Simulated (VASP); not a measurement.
Runs of VASP 6.6.1 on Co. The structure is that of space group P6/mmm (No. 191), or close to it. The cells are those of the table. 

```tsv
level	cell	gap on the mesh (eV)	pressure (GPa)	moment (μB)
PBE	a = 2.387, b = 2.387, c = 2.242 Å, angles 90.0, 90.0, 120.0°, 1 atom	none	14.4	1.62
PBE	a = 2.234, b = 2.234, c = 2.113 Å, angles 90.0, 90.0, 120.0°, 1 atom	none	75.4	1.07
PBE+D3(BJ)	a = 2.234, b = 2.234, c = 2.113 Å, angles 90.0, 90.0, 120.0°, 1 atom	none	(a)	1.07
PBE	a = 2.448, b = 2.448, c = 2.315 Å, angles 90.0, 90.0, 120.0°, 1 atom	none	-0.7	(b)
PBE	a = 2.316, b = 2.316, c = 2.174 Å, angles 90.0, 90.0, 120.0°, 1 atom	none	37.2	(c)
```

Alike in all rows: task single point; potentials or basis VASP PAW PBE potentials, release 64 (Co); spin collinear, ferromagnetic start; k mesh 18 × 18 × 17; cutoff (eV) 520; smearing fermi-dirac 0.1 eV.

Question: Estimate the missing entries.

Answer: (a) 66.4; (b) 1.76; (c) 1.36.

Caveats: three body term missing (some runs); pairwise dispersion overbinds metals, which lowers pressure and volume (some runs).

A gap of «none» marks levels without a gap at the run's occupations.
